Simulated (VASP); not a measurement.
Ir:

```xyz
1
Lattice="0.0000 1.9197 1.9197 1.9197 0.0000 1.9197 1.9197 1.9197 0.0000" Properties=species:S:1:pos:R:3 pbc="T T T"
Ir    0.0000    0.0000    0.0000
```

| Item | Value |
| --- | --- |
| Program | VASP 6.6.1 |
| Task | relaxation of cell and atoms |
| Functional | LDA |
| Potentials or basis | VASP PAW LDA potentials, release 64 (Ir_sv_GW) |
| Cutoff | 560 eV |
| k mesh | 19 × 19 × 19 |
| Occupations | fermi-dirac, width 0.1 eV |
| Spin | no spin polarisation |

At the start: pressure -8.6 GPa; volume 14.15 Å³/atom.

Task: Where does the relaxation end?

Result: Over 4 steps the energy falls by 8.3 meV/atom and the volume is 13.85 Å³/atom (-2.1 %); space group Fm-3m (No. 225, to 0.1 Å) before and after.

Step by step:
```tsv
step	energy change (eV)	largest force (eV/Å)	pressure (GPa)	volume (Å³)
1	0.0000	0.0000	-8.56	14.15
2	0.1494	0.0000	46.39	12.66
3	-0.0083	0.0000	-0.38	13.86
4	-0.0083	0.0000	-0.05	13.85
```

Final structure:
```
CELL_PARAMETERS angstrom
0.00000 1.90593 1.90593
1.90593 0.00000 1.90593
1.90593 1.90593 0.00000
ATOMIC_POSITIONS crystal
Ir 0.00000 0.00000 0.00000
```
